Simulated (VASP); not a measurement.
A run of VASP 6.6.1 is set up as follows.

The input INCAR:

```
SYSTEM = Ga
ALGO = Normal
EDIFF = 1E-6
ENCUT = 520
GGA = PE
ISIF = 2
ISMEAR = -1
LASPH = .True.
LCHARG = .True.
LELF = .True.
LREAL = .False.
LVHAR = .True.
LWAVE = .False.
NBANDS = 12
NELM = 100
PREC = Accurate
SIGMA = 0.05
```

KPOINTS

```
k-points
0
Gamma
  17 17 15
  0 0 0
```

The input POSCAR:

```
Ga
1.0
    2.7088094483      0.0000000000      0.0000000000
   -1.3544047242      2.3458977962      0.0000000000
    0.0000000000      0.0000000000      2.5920438797
Ga
1
Direct
    0.0000000000      0.0000000000      0.0000000000
```

Potentials or basis: VASP PAW PBE potentials, release 64 (Ga_d).

Run with:

```bash
$ cat potpaw_PBE.64/Ga_d/POTCAR > POTCAR
$ mpirun -np 1 vasp_std > vasp.out
```

Q: Estimate the pressure.

A: 12.0 GPa.
